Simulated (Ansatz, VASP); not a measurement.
**One calculation of BaTe, two programs**

POSCAR

```
BaTe
1.0
    0.0000000000      3.6383584479      3.6383584479
    3.6383584479      0.0000000000      3.6383584479
    3.6383584479      3.6383584479      0.0000000000
Ba Te
1 1
Direct
    0.0000000000      0.0000000000      0.0000000000
    0.5000000000      0.5000000000      0.5000000000
```

Contents of INCAR.step1:

```
SYSTEM = BaTe
  PREC = Accurate
  ENCUT = 520
  ISMEAR = 0
  SIGMA = 0.01
  LREAL = .FALSE.
  LASPH = .TRUE.
  NELM = 100
  NBANDS = 15
  GGA = PE
  ALGO = Normal
  EDIFF = 1E-4
  LWAVE = .TRUE.
  LCHARG = .FALSE.
```

INCAR.step2

```
SYSTEM = BaTe
  PREC = Accurate
  ENCUT = 520
  EDIFF = 1E-6
  ISMEAR = 0
  SIGMA = 0.01
  LREAL = .FALSE.
  LASPH = .TRUE.
  NELM = 100
  ALGO = Normal
  ISIF = 2
  LWAVE = .FALSE.
  LCHARG = .FALSE.
  METAGGA = R2SCAN
  LMIXTAU = .TRUE.
  NBANDS = 15
  ISTART = 1
```

File KPOINTS:

```
regular mesh
0
G
  6 6 6
  0 0 0
```

Input for Ansatz:

```yaml
crystal:
  lattice:
    - [0.0, 3.6383584479, 3.6383584479]
    - [3.6383584479, 0.0, 3.6383584479]
    - [3.6383584479, 3.6383584479, 0.0]
  atoms:
    - { symbol: Ba, position: [0.0, 0.0, 0.0] }
    - { symbol: Te, position: [0.5, 0.5, 0.5] }
kpoints:
  mp_grid: { grid: [6, 6, 6] }
  band_path:
    path:
      - [0.0, 0.0, 0.0]
      - [0.5, 0.0, 0.5]
      - [0.625, 0.25, 0.625]
      - [0.375, 0.375, 0.75]
      - [0.5, 0.5, 0.5]
      - [0.5, 0.25, 0.75]
      - [0.0, 0.5, 0.5]
    npoints: 1
hamiltonian:
  xc: r2scan
scf:
  occupations: { method: fixed }
  n_extra_bands: 4
output:
  forces: true
  stress: true
  eigenvalues: true
```

Change from the starting cell: hydrostatic strain +3.0%.

Alike in both runs: task single point; functional r2SCAN; k mesh 6 × 6 × 6; no spin polarisation.

|  | VASP | Ansatz |
| --- | --- | --- |
| version | VASP 6.6.1 | Ansatz 0.2.0 |
| potentials or method | VASP PAW PBE potentials, release 64 (Ba_sv, Te) | plane waves, PAW |
| plane-wave cutoff (eV) | 520 | 500 |
| occupations | gaussian, width 0.01 eV | fixed |
| valence electrons in the cell | 16 | 26 |

|  | VASP | Ansatz | Ansatz less VASP |
| --- | --- | --- | --- |
| gap on the k mesh at the Fermi level (eV) | 2.09 | 2.15 | +0.058 |
| pressure (GPa) | -2.0 | -2.3 | -0.23 |

VASP's potentials were made for PBE, not for r2SCAN. VASP's potentials hold 16 valence electrons a cell and Ansatz's 26, so a difference there can come from the potentials and not from the codes.

Spin-orbit coupling is off throughout.
